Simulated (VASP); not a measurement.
# PbI2 (P-3m1) in VASP: single point with PBE-based screened hybrid with 75 % exact exchange

Aim: the single point of PbI2 with PBE-based screened hybrid with 75 % exact exchange.

All numbers are computed with VASP 6.6.1; they aren't measurements. Logs are shortened: lines on timing, memory, paths and dates and some standing lists are left out, and cuts for length are marked.

## (1) The cell of the first run

The structure is trigonal, space group P-3m1 (No. 164). Conventional cell: a = 4.564 Å, b = 4.564 Å, c = 7.048 Å, α = 90.00°, β = 90.00°, γ = 120.00°. Within 4.3 Å of Pb (site symmetry -3m) lie 6 I at 3.24 Å. Within 4.3 Å of I (site symmetry 3m) lie 3 Pb at 3.24 Å and 3 I at 4.21 Å.

## (2) Single point, PBE-based screened hybrid with 75 % exact exchange

Contents of POSCAR:

```
PbI2
1.0
    4.5640816926      0.0000000000      0.0000000000
   -2.2820408463      3.9526106907      0.0000000000
    0.0000000000      0.0000000000      7.0475121411
Pb I
1 2
Direct
    0.0000000000      0.0000000000      0.0000000000
    0.3333333333      0.6666666667      0.2667068022
    0.6666666667      0.3333333333      0.7332931978
```

Contents of INCAR.step1:

```
  PREC = Accurate
  ENCUT = 400
  EDIFF = 1E-5
  ISMEAR = 0
  SIGMA = 0.01
  LREAL = False
  LASPH = True
  NELM = 120
  ALGO = Normal
  ISIF = 2
  LWAVE = True
  LCHARG = False
  GGA = PE
  NBANDS = 21
  GGA_COMPAT = False
```

Contents of INCAR.step2:

```
  PREC = Accurate
  ENCUT = 400
  EDIFF = 1E-6
  ISMEAR = 0
  SIGMA = 0.01
  LREAL = False
  LASPH = True
  NELM = 120
  ALGO = Normal
  ISIF = 2
  LWAVE = False
  LCHARG = False
  GGA = PE
  LHFCALC = True
  AEXX = 0.75
  HFSCREEN = 0.5
  PRECFOCK = Normal
  ISTART = 1
  NBANDS = 21
  GGA_COMPAT = False
```

Contents of KPOINTS:

```
Automatic mesh
0
Gamma
  6 6 2
```

Potentials or basis: VASP PAW PBE potentials, release 64 (Pb_d, I).

Launch:

```console
$ cat potpaw_PBE.64/Pb_d/POTCAR potpaw_PBE.64/I/POTCAR > POTCAR
$ cp INCAR.step1 INCAR
$ mpirun -np 1 vasp_std > vasp.out
$ cp INCAR.step2 INCAR
$ mpirun -np 1 vasp_std > vasp.out
```

OUTCAR:

```text
PREC = Accurate
   ENCUT = 400
   EDIFF = 1E-6
   ISMEAR = 0
   LREAL = False
   LASPH = True
   NELM = 120
   ISIF = 2
   GGA = PE
   LHFCALC = True
   AEXX = 0.75
   HFSCREEN = 0.5
   PRECFOCK = Normal
   ISTART = 1

 ion  position               nearest neighbor table
   1  0.000  0.000  0.000-   2 3.24   3 3.24   2 3.24   3 3.24   3 3.24   2 3.24
   2  0.333  0.667  0.267-   1 3.24   1 3.24   1 3.24
   3  0.667  0.333  0.733-   1 3.24   1 3.24   1 3.24

  LATTYP: Found a hexagonal cell.
 ALAT       =     4.5640816926
 C/A-ratio  =     1.5441248899

  Lattice vectors:

 A1 = (   4.5640816926,   0.0000000000,   0.0000000000)
 A2 = (  -2.2820408463,   3.9526106907,   0.0000000000)
 A3 = (   0.0000000000,   0.0000000000,   7.0475121411)

Analysis of symmetry for initial positions (statically):
=====================================================================
 Subroutine PRICEL returns:
 Original cell was already a primitive cell.

 Routine SETGRP: Setting up the symmetry group for a
 hexagonal supercell.

 Subroutine GETGRP returns: Found 12 space group operations
 (whereof 12 operations were pure point group operations)
 out of a pool of 24 trial point group operations.

The static configuration has the point symmetry D_3d.

Analysis of symmetry for dynamics (positions and initial velocities):
=====================================================================
 Subroutine PRICEL returns:
 Original cell was already a primitive cell.

 Routine SETGRP: Setting up the symmetry group for a
 hexagonal supercell.

 Subroutine GETGRP returns: Found 12 space group operations
 (whereof 12 operations were pure point group operations)
 out of a pool of 24 trial point group operations.

The dynamic configuration has the point symmetry D_3d.

 Subroutine INISYM returns: Found 12 space group operations
 (whereof 12 operations are pure point group operations),
 and found     1 'primitive' translations

----------------------------------------------------------------------------------------

                                     Primitive cell

[... 81 lines left out ...]
   EDIFF  = 0.1E-05   stopping-criterion for ELM
   LREAL  =      F    real-space projection
   EDIFFG = 0.1E-04   stopping-criterion for IOM
   NSW    =      0    number of steps for IOM
   IBRION =     -1    ionic relax: 0-MD 1-quasi-New 2-CG
   NFREE  =      0    steps in history (QN), initial steepest desc. (CG)
   ISIF   =      2    stress and relaxation
   ISYM   =      3    0-nonsym 1-usesym 2-fastsym
   POTIM  = 0.5000    time-step for ionic-motion
   TEBEG  =    0.0;   TEEND  =   0.0 temperature during run
   PSTRESS=    0.0 pullay stress
   NELECT =      28.0000    total number of electrons
   NUPDOWN=      -1.0000    fix difference up-down
   EMIN   =  10.00;   EMAX   =-10.00  energy-range for DOS
   EFERMI =   0.00;   METHOD = LEGACY
   ISMEAR =     0;   SIGMA  =   0.01  broadening in eV -4-tet -1-fermi 0-gaus
   EFERMI_NEDOS =   21; number of points for ismear=-14 and -15
   IALGO  =     38    algorithm
   IMIX   =      1    mixing-type and parameters
     AMIX     =   0.40;   BMIX     =  1.00
     AMIX_MAG =   1.60;   BMIX_MAG =  1.00
  volume/ion in A,a.u.               =      42.38       285.99
  Fermi-wavevector in a.u.,A,eV,Ry     =   0.988636  1.868251 13.298349  0.977401
  Thomas-Fermi vector in A             =   2.120177
   LORBIT       =      0    0 simple, 1 ext, 2 COOP (PROOUT), +10 PAW based schemes
   GGA     = PE    functional components
   LHFCALC =     T    Hartree Fock is set to
   PRECFOCK=normal    Normal, Fast or Accurate (Low or Medium for compatibility)
   ENCUT4O =  -1.0   cutoff for four orbital integrals eV
   NKREDX  =     1    reduce k-point grid by
   NKREDY  =     1    reduce k-point grid by
   NKREDZ  =     1    reduce k-point grid by
   AEXX    =    0.7500 exact exchange contribution
   HFSCREEN=    0.5000 screening length (either q_TF or 0.3 A-1)
   HFSCREENC=   0.5000 screening length for correlation (either q_TF or 0.3 A-1)
   ENCUTFOCK=  -1.0 apply spherical cutoff to Coloumb kernel
   IVDW    =     0    specifies the selected vdW correction
   LEPSILON=     F    determine dielectric tensor
   LRPA    =     F    only Hartree local field effects (RPA)
 non-spin polarized calculation
 Gauss-broadening in eV      SIGMA  =   0.01
  energy-cutoff  :      400.00
  volume of cell :      127.14
 maximum number of plane-waves:      2326
 NGX is ok and might be reduce to    30
  NGX = 24; NGY = 24; NGZ = 36

 number of electron      27.9999997 magnetization

 Free energy of the ion-electron system (eV)
  ---------------------------------------------------
  ext. energy  EPLUGINS =         0.00000000
  ---------------------------------------------------
  free energy    TOTEN  =       -11.49525437 eV

  energy without entropy =      -11.49525437  energy(sigma->0) =      -11.49525437

 E-fermi :   1.8688     XC(G=0):  -5.2803

 val. band max:        1.7742385857   @ k =   0.0000   0.0000   0.5000
 cond. band min:       4.9409645016   @ k =   0.0000   0.0000   0.5000
 fundamental gap:      3.1667259158
 Fermi energy:         1.8688470623

 k-point     1 :       0.0000    0.0000    0.0000
  band No.  band energies     occupation
      1     -18.3530      2.00000
      2     -18.3530      2.00000
      3     -18.3118      2.00000
      4     -18.3082      2.00000
      5     -18.3082      2.00000
      6     -12.7464      2.00000
[... 325 lines left out ...]
     20      10.6312      0.00000
     21      11.0873      0.00000

------------------------ aborting loop because EDIFF is reached ----------------------------------------

  FORCE on cell =-STRESS in cart. coord.  units (eV):
  Direction    XX          YY          ZZ          XY          YZ          ZX
  --------------------------------------------------------------------------------------
  -------------------------------------------------------------------------------------
  Total        0.1912532      0.1912532     -0.0639704      0.0000000      0.0000000      0.0000000
  in kB        2.4101612      2.4101612     -0.8061509      0.0000000      0.0000000      0.0000000
  external PRESSURE =       1.3380572 kB  Pullay stress =       0.0000000 kB

 VOLUME and BASIS-vectors are now :
 -----------------------------------------------------------------------------
  energy-cutoff  :      400.00
  volume of cell :      127.14
      direct lattice vectors                 reciprocal lattice vectors
     4.564081693  0.000000000  0.000000000     0.219102126  0.126498671  0.000000000
    -2.282040846  3.952610691  0.000000000     0.000000000  0.252997342  0.000000000
     0.000000000  0.000000000  7.047512141     0.000000000  0.000000000  0.141894044

 POSITION                                       TOTAL-FORCE (eV/Angst)
 -----------------------------------------------------------------------------------
      0.00000      0.00000      0.00000         0.000000      0.000000     -0.000000
     -0.00000      2.63507      1.87962         0.000000     -0.000000     -0.177977
      2.28204      1.31754      5.16789        -0.000000      0.000000      0.177977
 -----------------------------------------------------------------------------------
    total drift:                               -0.000002     -0.000001     -0.000007

  FREE ENERGIE OF THE ION-ELECTRON SYSTEM (eV)
  ---------------------------------------------------
  free  energy   TOTEN  =       -11.4952543660 eV

  energy  without entropy=      -11.4952543660  energy(sigma->0) =      -11.49525437
```

OUTCAR.step1:

```text
PREC = Accurate
   ENCUT = 400
   EDIFF = 1E-5
   ISMEAR = 0
   LREAL = False
[... 550 lines left out ...]
      0.00000      0.00000      0.00000        -0.000000      0.000000     -0.000000
     -0.00000      2.63507      1.87962         0.000000     -0.000000      0.044542
      2.28204      1.31754      5.16789         0.000000      0.000000     -0.044542
 -----------------------------------------------------------------------------------
    total drift:                               -0.000000      0.000000      0.000000

  FREE ENERGIE OF THE ION-ELECTRON SYSTEM (eV)
  ---------------------------------------------------
  free  energy   TOTEN  =        -8.5690864240 eV

  energy  without entropy=       -8.5690864240  energy(sigma->0) =       -8.56908642
```

OSZICAR.step1:

```text
N       E                     dE             d eps       ncg     rms          rms(c)
DAV:   1     0.210405272252E+03    0.21041E+03   -0.10083E+04   588   0.961E+02
DAV:   2     0.109276829797E+02   -0.19948E+03   -0.19266E+03   628   0.270E+02
DAV:   3    -0.809102264571E+01   -0.19019E+02   -0.18837E+02   769   0.947E+01
DAV:   4    -0.873749972856E+01   -0.64648E+00   -0.64609E+00   784   0.215E+01
DAV:   5    -0.875554757772E+01   -0.18048E-01   -0.18047E-01   796   0.295E+00    0.350E+00
DAV:   6    -0.857024251880E+01    0.18531E+00   -0.45245E-01   794   0.423E+00    0.237E+00
DAV:   7    -0.856631322211E+01    0.39293E-02   -0.17294E-01   766   0.192E+00    0.113E+00
DAV:   8    -0.856892097834E+01   -0.26078E-02   -0.22150E-02   668   0.128E+00    0.206E-01
DAV:   9    -0.856892236341E+01   -0.13851E-05   -0.29201E-03   701   0.410E-01    0.101E-01
DAV:  10    -0.856906486225E+01   -0.14250E-03   -0.39091E-04   693   0.142E-01    0.281E-02
DAV:  11    -0.856908623322E+01   -0.21371E-04   -0.51867E-05   730   0.391E-02    0.148E-02
DAV:  12    -0.856908642398E+01   -0.19076E-06   -0.76000E-06   439   0.160E-02
   1 F= -.85690864E+01 E0= -.85690864E+01  d E =-.369144E-58
```

Wall time 25 min (1 thread of Intel Xeon 6975P-C (Granite Rapids), shared host); peak memory 0.33 GiB.

What came out:

```yaml
Free_energy: -11.4953 eV
Pressure: 0.1 GPa
Largest_force: 0.178 eV/Å
Band_gap_on_the_k_mesh: 3.17 eV
```

Forces in eV/Å, atoms in the order of the input:
```
Pb   0.000  0.000  0.000
I    0.000  0.000 -0.178
I    0.000  0.000  0.178
```

Stress tensor (GPa, compression positive):
```
 0.24  0.00  0.00
 0.00  0.24  0.00
 0.00  0.00 -0.08
```

Caveat: the k points lie up to 0.45 Å⁻¹ apart; the PAW data sets were made with another functional, which shifts forces and pressure a little; spin-orbit coupling is left out, which moves the levels of the heavy elements.
